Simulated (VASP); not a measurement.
# ZnO (Fm-3m) in VASP: notebook

Aim: see how the results for ZnO move with the level of theory and the settings. Levels: r2SCAN+D4, r2SCAN. Tasks: single point.

Everything below comes from runs of VASP 6.6.1. Logs are shortened: lines on timing, memory, paths and dates and some standing lists are left out, and cuts for length are marked.

### 1 The cell of the first run

It takes space group Fm-3m (No. 225, cubic). The conventional cell has a = 4.268 Å, b = 4.268 Å, c = 4.268 Å, α = 90.00°, β = 90.00°, γ = 90.00°. Zn (site symmetry m-3m) has 6 O at 2.13 Å within 2.8 Å. O (site symmetry m-3m) has 6 Zn at 2.13 Å within 2.8 Å.

### 2 Single point, r2SCAN+D4

File POSCAR:

```
ZnO
1.0
    0.0000000000      2.1337703963      2.1337703963
    2.1337703963      0.0000000000      2.1337703963
    2.1337703963      2.1337703963      0.0000000000
Zn O
1 1
Direct
    0.0000000000      0.0000000000      0.0000000000
    0.5000000000      0.5000000000      0.5000000000
```

File INCAR.step1:

```
  ALGO = Normal
  EDIFF = 1E-5
  ENCUT = 660
  GGA = PE
  GGA_COMPAT = False
  ISMEAR = 0
  LASPH = True
  LCHARG = False
  LREAL = False
  LWAVE = True
  NBANDS = 16
  NELM = 120
  PREC = Accurate
  SIGMA = 0.01
```

File INCAR.step2:

```
  ALGO = Normal
  EDIFF = 1E-6
  ENCUT = 660
  GGA_COMPAT = False
  ISIF = 2
  ISMEAR = 0
  ISTART = 1
  IVDW = 13
  LASPH = True
  LCHARG = False
  LMIXTAU = True
  LREAL = False
  LWAVE = False
  METAGGA = R2SCAN
  NBANDS = 16
  NELM = 120
  PREC = Accurate
  SIGMA = 0.01
  VDW_A1 = 0.51559235
  VDW_A2 = 5.77342911
  VDW_S6 = 1.0
  VDW_S8 = 0.6018749
```

File KPOINTS:

```
k-points
0
Gamma
  8 8 8
```

Potentials or basis: VASP PAW PBE potentials, release 64 (Zn, O).

Launch:

```
> cat potpaw_PBE.64/Zn/POTCAR potpaw_PBE.64/O/POTCAR > POTCAR
> cp INCAR.step1 INCAR
> mpirun -np 1 vasp_std > vasp.out
> cp INCAR.step2 INCAR
> mpirun -np 1 vasp_std > vasp.out
```

OUTCAR:

```text
EDIFF = 1E-6
   ENCUT = 660
   ISIF = 2
   ISMEAR = 0
   ISTART = 1
   IVDW = 13
   LASPH = True
   LREAL = False
   METAGGA = R2SCAN
   NELM = 120
   PREC = Accurate

 ion  position               nearest neighbor table
   1  0.000  0.000  0.000-   2 2.13   2 2.13   2 2.13   2 2.13   2 2.13   2 2.13
   2  0.500  0.500  0.500-   1 2.13   1 2.13   1 2.13   1 2.13   1 2.13   1 2.13

  LATTYP: Found a face centered cubic cell.
 ALAT       =     4.2675407926

  Lattice vectors:

 A1 = (   0.0000000000,   2.1337703963,   2.1337703963)
 A2 = (   2.1337703963,   0.0000000000,   2.1337703963)
 A3 = (   2.1337703963,   2.1337703963,   0.0000000000)

Analysis of symmetry for initial positions (statically):
=====================================================================
 Subroutine PRICEL returns:
 Original cell was already a primitive cell.

 Routine SETGRP: Setting up the symmetry group for a
 face centered cubic supercell.

 Subroutine GETGRP returns: Found 48 space group operations
 (whereof 48 operations were pure point group operations)
 out of a pool of 48 trial point group operations.

The static configuration has the point symmetry O_h .

Analysis of symmetry for dynamics (positions and initial velocities):
=====================================================================
 Subroutine PRICEL returns:
 Original cell was already a primitive cell.

 Routine SETGRP: Setting up the symmetry group for a
 face centered cubic supercell.

 Subroutine GETGRP returns: Found 48 space group operations
 (whereof 48 operations were pure point group operations)
 out of a pool of 48 trial point group operations.

The dynamic configuration has the point symmetry O_h .

 Subroutine INISYM returns: Found 48 space group operations
 (whereof 48 operations are pure point group operations),
 and found     1 'primitive' translations

----------------------------------------------------------------------------------------

                                     Primitive cell

  volume of cell :      19.4300

  direct lattice vectors                    reciprocal lattice vectors
     0.000000000  2.133770396  2.133770396    -0.234326993  0.234326993  0.234326993
     2.133770396  0.000000000  2.133770396     0.234326993 -0.234326993  0.234326993
     2.133770396  2.133770396  0.000000000     0.234326993  0.234326993 -0.234326993

  length of vectors
     3.017607033  3.017607033  3.017607033     0.405866257  0.405866257  0.405866257

  position of ions in fractional coordinates (direct lattice)
     0.000000000  0.000000000  0.000000000
     0.500000000  0.500000000  0.500000000

  ion indices of the primitive-cell ions
   primitive index   ion index
                 1           1
                 2           2

----------------------------------------------------------------------------------------

 KPOINTS: k-points

Automatic generation of k-mesh.
 Grid dimensions read from file:
 generate k-points for:    8    8    8

 Generating k-lattice:

  Cartesian coordinates                     Fractional coordinates (reciprocal lattice)
    -0.029290874  0.029290874  0.029290874     0.125000000  0.000000000  0.000000000
     0.029290874 -0.029290874  0.029290874     0.000000000  0.125000000  0.000000000
     0.029290874  0.029290874 -0.029290874     0.000000000  0.000000000  0.125000000

  Length of vectors
     0.050733282  0.050733282  0.050733282

  Shift w.r.t. Gamma in fractional coordinates (k-lattice)
     0.000000000  0.000000000  0.000000000

 Subroutine IBZKPT returns following result:
 ===========================================

 Found     29 irreducible k-points:

 Following reciprocal coordinates:
            Coordinates               Weight
  0.000000  0.000000  0.000000      1.000000
  0.125000  0.000000  0.000000      8.000000
  0.250000  0.000000  0.000000      8.000000
  0.375000  0.000000  0.000000      8.000000
  0.500000  0.000000  0.000000      4.000000
  0.125000  0.125000  0.000000      6.000000
[... 16 lines left out ...]
  0.500000  0.250000  0.125000     48.000000
 -0.375000  0.250000  0.125000     24.000000
 [... further k-points ...]
   k-points           NKPTS =     29   k-points in BZ     NKDIM =     29   number of bands    NBANDS=     16
   number of dos      NEDOS =    301   number of ions     NIONS =      2
   total plane-waves  NPLWV =  21952
   dimension x,y,z NGX =    28 NGY =   28 NGZ =   28
   dimension x,y,z NGXF=    56 NGYF=   56 NGZF=   56
   ions per type =               1   1
   NGX,Y,Z   is equivalent  to a cutoff of  15.43, 15.43, 15.43 a.u.
   NGXF,Y,Z  is equivalent  to a cutoff of  30.85, 30.85, 30.85 a.u.
 SYSTEM =  unknown system
   PREC   = accura    normal or accurate (medium, high low for compatibility)
   ISTART =      1    job   : 0-new  1-cont  2-samecut
   ICHARG =      0    charge: 1-file 2-atom 10-const
   ISPIN  =      1    spin polarized calculation?
   LNONCOLLINEAR =      F non collinear calculations
   LSORBIT =      F    spin-orbit coupling
   LASPH  =      T    aspherical Exc in radial PAW
   ENCUT  =  660.0 eV  48.51 Ry    6.96 a.u.   6.32  6.32  6.32*2*pi/ulx,y,z
   NELM   =    120;   NELMIN=  2; NELMDL=  0     # of ELM steps
   EDIFF  = 0.1E-05   stopping-criterion for ELM
   LREAL  =      F    real-space projection
   EDIFFG = 0.1E-04   stopping-criterion for IOM
   NSW    =      0    number of steps for IOM
   IBRION =     -1    ionic relax: 0-MD 1-quasi-New 2-CG
   NFREE  =      0    steps in history (QN), initial steepest desc. (CG)
   ISIF   =      2    stress and relaxation
   ISYM   =      2    0-nonsym 1-usesym 2-fastsym
   POTIM  = 0.5000    time-step for ionic-motion
   TEBEG  =    0.0;   TEEND  =   0.0 temperature during run
   PSTRESS=    0.0 pullay stress
   NELECT =      18.0000    total number of electrons
   NUPDOWN=      -1.0000    fix difference up-down
   EMIN   =  10.00;   EMAX   =-10.00  energy-range for DOS
   EFERMI =   0.00;   METHOD = LEGACY
   ISMEAR =     0;   SIGMA  =   0.01  broadening in eV -4-tet -1-fermi 0-gaus
   EFERMI_NEDOS =   21; number of points for ismear=-14 and -15
   IALGO  =     38    algorithm
   IMIX   =      4    mixing-type and parameters
     AMIX     =   0.40;   BMIX     =  1.00
     AMIX_MAG =   1.60;   BMIX_MAG =  1.00
  volume/ion in A,a.u.               =       9.72        65.56
  Fermi-wavevector in a.u.,A,eV,Ry     =   1.595908  3.015830 34.653003  2.546924
  Thomas-Fermi vector in A             =   2.693754
   LORBIT       =      0    0 simple, 1 ext, 2 COOP (PROOUT), +10 PAW based schemes
   METAGGA = R2SCAN    functional components
   LHFCALC =     F    Hartree Fock is set to
   AEXX    =    0.0000 exact exchange contribution
   IVDW    =    13    specifies the selected vdW correction
   LEPSILON=     F    determine dielectric tensor
   LRPA    =     F    only Hartree local field effects (RPA)
 non-spin polarized calculation
 Gauss-broadening in eV      SIGMA  =   0.01
  energy-cutoff  :      660.00
  volume of cell :       19.43
 maximum number of plane-waves:       757
 NGX is ok and might be reduce to    28
   NGX = 13   NGY = 13   NGZ = 13

 number of electron      17.9999998 magnetization

 Free energy of the ion-electron system (eV)
  ---------------------------------------------------
  ext. energy  EPLUGINS =         0.00000000
  ---------------------------------------------------
  free energy    TOTEN  =       -17.95787819 eV

  energy without entropy =      -17.95787819  energy(sigma->0) =      -17.95787819

 E-fermi :   2.6106     XC(G=0): -13.1257

 val. band max:        2.4517996384   @ k =   0.5000   0.0000   0.0000
 cond. band min:       4.0019725545   @ k =   0.0000   0.0000   0.0000
 fundamental gap:      1.5501729161
 Fermi energy:         2.6105529504

 k-point     1 :       0.0000    0.0000    0.0000
  band No.  band energies     occupation
      1     -17.1554      2.00000
      2      -2.4612      2.00000
      3      -2.4612      2.00000
      4      -2.4612      2.00000
      5      -2.2735      2.00000
      6      -2.2735      2.00000
[... 8 lines left out ...]
     15      23.1964      0.00000
     16      23.1964      0.00000

 k-point     2 :       0.1250    0.0000    0.0000
  band No.  band energies     occupation
      1     -16.9883      2.00000
      2      -2.6052      2.00000
      3      -2.5491      2.00000
      4      -2.5491      2.00000
      5      -2.3612      2.00000
      6      -2.3612      2.00000
[... 8 lines left out ...]
     15      23.1918      0.00000
     16      23.1918      0.00000

 k-point     3 :       0.2500    0.0000    0.0000
  band No.  band energies     occupation
      1     -16.5532      2.00000
      2      -3.3693      2.00000
      3      -2.9916      2.00000
      4      -2.9916      2.00000
      5      -2.2419      2.00000
      6      -2.2419      2.00000
[... 8 lines left out ...]
     15      24.4800      0.00000
     16      24.4800      0.00000

 k-point     4 :       0.3750    0.0000    0.0000
  band No.  band energies     occupation
      1     -16.0606      2.00000
      2      -4.5125      2.00000
      3      -3.3663      2.00000
      4      -3.3663      2.00000
      5      -2.1043      2.00000
      6      -2.1043      2.00000
[... 8 lines left out ...]
     15      26.6592      0.00000
     16      26.6592      0.00000
[... 324 lines left out ...]
 k-point    22 :       0.3750    0.2500    0.1250
  band No.  band energies     occupation
      1     -16.2639      2.00000
      2      -3.8429      2.00000
      3      -2.9812      2.00000
      4      -2.8580      2.00000
      5      -2.2840      2.00000
      6      -2.0708      2.00000
[... 8 lines left out ...]
     15      27.8041      0.00000
     16      28.0315      0.00000

 k-point    23 :       0.5000    0.2500    0.1250
  band No.  band energies     occupation
      1     -15.8963      2.00000
      2      -4.1835      2.00000
      3      -3.3067      2.00000
      4      -3.0991      2.00000
      5      -2.1623      2.00000
      6      -2.0100      2.00000
[... 8 lines left out ...]
     15      27.0090      0.00000
     16      29.1504      0.00000

 k-point    24 :      -0.3750    0.2500    0.1250
  band No.  band energies     occupation
      1     -15.7340      2.00000
      2      -4.3267      2.00000
      3      -3.3691      2.00000
      4      -3.3019      2.00000
      5      -2.0699      2.00000
      6      -2.0395      2.00000
[... 8 lines left out ...]
     15      25.2243      0.00000
     16      29.9811      0.00000

 [... further k-points ...]

------------------------ aborting loop because EDIFF is reached ----------------------------------------

  DFT-D4 for vdW energy calculation

  Edisp (eV):   -0.22165

  FORCE on cell =-STRESS in cart. coord.  units (eV):
  Direction    XX          YY          ZZ          XY          YZ          ZX
  --------------------------------------------------------------------------------------
  -------------------------------------------------------------------------------------
  Total      -0.09196    -0.09196    -0.09196    -0.00000    -0.00000     0.00000
  in kB      -7.58298    -7.58298    -7.58298    -0.00000    -0.00000     0.00000
  external pressure =       -7.58 kB  Pullay stress =        0.00 kB

 VOLUME and BASIS-vectors are now :
 -----------------------------------------------------------------------------
  energy-cutoff  :      660.00
  volume of cell :       19.43
      direct lattice vectors                 reciprocal lattice vectors
     0.000000000  2.133770396  2.133770396    -0.234326993  0.234326993  0.234326993
     2.133770396  0.000000000  2.133770396     0.234326993 -0.234326993  0.234326993
     2.133770396  2.133770396  0.000000000     0.234326993  0.234326993 -0.234326993

 POSITION                                       TOTAL-FORCE (eV/Angst)
 -----------------------------------------------------------------------------------
      0.00000      0.00000      0.00000         0.000000      0.000000      0.000000
      2.13377      2.13377      2.13377        -0.000000     -0.000000     -0.000000
 -----------------------------------------------------------------------------------
    total drift:                                0.000000      0.000000      0.000000

  FREE ENERGIE OF THE ION-ELECTRON SYSTEM (eV)
  ---------------------------------------------------
  free  energy   TOTEN  =       -18.1795305717 eV

  energy  without entropy=      -18.1795305717  energy(sigma->0) =      -18.17953057
```

Wall time 28 s (1 thread of Intel Xeon 6975P-C (Granite Rapids), shared host); peak memory 0.16 GiB.

What came out:

```yaml
Free_energy: -18.1795 eV
Pressure: -0.8 GPa
Band_gap_on_the_k_mesh: 1.55 eV, indirect (least direct gap 2.99 eV)
Dispersion_energy_per_atom: -0.111 eV
```

Caveat: the PAW data sets were made with another functional, which shifts forces and pressure a little.

### 3 Single point, r2SCAN

POSCAR is that of step 2.

File INCAR.step1:

```
SYSTEM = ZnO
  PREC = Accurate
  ENCUT = 660
  ISMEAR = 0
  SIGMA = 0.01
  LREAL = .FALSE.
  LASPH = .TRUE.
  NELM = 120
  NBANDS = 16
  GGA = PE
  ALGO = Normal
  EDIFF = 1E-5
  LWAVE = .TRUE.
  LCHARG = .FALSE.
  GGA_COMPAT = .FALSE.
```

File INCAR.step2:

```
SYSTEM = ZnO
  PREC = Accurate
  ENCUT = 660
  EDIFF = 1E-6
  ISMEAR = 0
  SIGMA = 0.01
  LREAL = .FALSE.
  LASPH = .TRUE.
  NELM = 120
  ALGO = Normal
  ISIF = 2
  LWAVE = .FALSE.
  LCHARG = .TRUE.
  METAGGA = R2SCAN
  LMIXTAU = .TRUE.
  LELF = .TRUE.
  LVHAR = .TRUE.
  NBANDS = 16
  ISTART = 1
  GGA_COMPAT = .FALSE.
```

File KPOINTS:

```
regular mesh
0
G
  8 8 8
  0 0 0
```

Potentials or basis: VASP PAW PBE potentials, release 64 (Zn, O).

Launch:

```
> cat potpaw_PBE.64/Zn/POTCAR potpaw_PBE.64/O/POTCAR > POTCAR
> cp INCAR.step1 INCAR
> mpirun -np 1 vasp_std > vasp.out
> cp INCAR.step2 INCAR
> mpirun -np 1 vasp_std > vasp.out
```

Run time: 28 s. Hardware: 1 thread of Intel Xeon 6975P-C (Granite Rapids), shared host; peak memory 0.17 GiB.

The run converged. Its results:

| Item | Value |
| --- | --- |
| Free energy | -17.9579 eV |
| Pressure | 1.0 GPa |
| Band gap on the k mesh | 1.55 eV, indirect (least direct gap 2.99 eV) |

Levels at points of the mesh, in eV from the valence-band top:
```tsv
k point	band 7	band 8	band 9	band 10	band 11	band 12
(0.00, 0.00, 0.00)	-1.44	-1.44	-1.44	1.55	18.83	18.83
(0.50, 0.00, 0.00)	-3.64	0.00	0.00	6.19	10.06	13.79
(0.50, 0.50, 0.00)	-4.09	-2.90	-2.90	5.03	11.71	11.96
```

Caveat: the PAW data sets were made with another functional, which shifts forces and pressure a little.
